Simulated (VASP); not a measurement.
Set up this calculation in VASP 6.6.1, as the native input.

```yaml
Task: relaxation of cell and atoms
Functional: revPBE
Potentials_or_basis: VASP PAW PBE potentials, release 64 (Hf_pv, O)
Cutoff: 600 eV
k_mesh: 9 × 9 × 9
Occupations: fermi-dirac, width 0.05 eV
Spin: no spin polarisation
Dipole_correction: no
Further_INCAR_settings: ALGO = Normal; EDIFF = 1e-06; IBRION = 2; EDIFFG = -0.01; NSW = 60; ISIF = 3
```

The structure of HfO2 lies in POSCAR:

```
HfO2
1.0
    0.0000000000      2.5575000000      2.5575000000
    2.5575000000      0.0000000000      2.5575000000
    2.5575000000      2.5575000000      0.0000000000
Hf O
1 2
Direct
    0.0000000000      0.0000000000      0.0000000000
    0.7500000000      0.7500000000      0.7500000000
    0.2500000000      0.2500000000      0.2500000000
```

These files were run (other wordings do the same):

INCAR

```
SYSTEM = HfO2
  ALGO = Normal
  EDIFF = 1E-6
  EDIFFG = -0.01
  ENCUT = 600
  GGA = RE
  IBRION = 2
  ISIF = 3
  ISMEAR = -1
  LASPH = .TRUE.
  LCHARG = .FALSE.
  LREAL = .FALSE.
  LWAVE = .FALSE.
  NELM = 100
  NSW = 60
  PREC = Accurate
  SIGMA = 0.05
```

KPOINTS

```
k-points
0
G
  9 9 9
  0 0 0
```

Potentials or basis: VASP PAW PBE potentials, release 64 (Hf_pv, O).

Launch:

```console
$ cat potpaw_PBE.64/Hf_pv/POTCAR potpaw_PBE.64/O/POTCAR > POTCAR
$ mpirun -np 1 vasp_std > vasp.out
```

It gave:

```
Relaxed volume                         : 11.03 Å³/atom
Relaxed cell                           : a = 3.603 Å, b = 3.603 Å, c = 3.603 Å, α = 60.00°, β = 60.00°, γ = 60.00°
Space group after relaxing (to 0.05 Å) : Fm-3m (No. 225)
Energy gained by relaxing              : 1.1 meV/atom
Ionic steps                            : 3
Pressure after relaxing                : 0.0 GPa
Band gap on the k mesh                 : 3.95 eV, indirect (least direct gap 4.06 eV)
```

Caveat: the PAW data sets were made with another functional, which shifts forces and pressure a little; spin-orbit coupling is left out, which moves the levels of the heavy elements.

Run time: 33 s on 1 thread of Intel(R) Xeon(R) 6975P-C (Granite Rapids), on a shared host, peak memory 0.18 GiB.
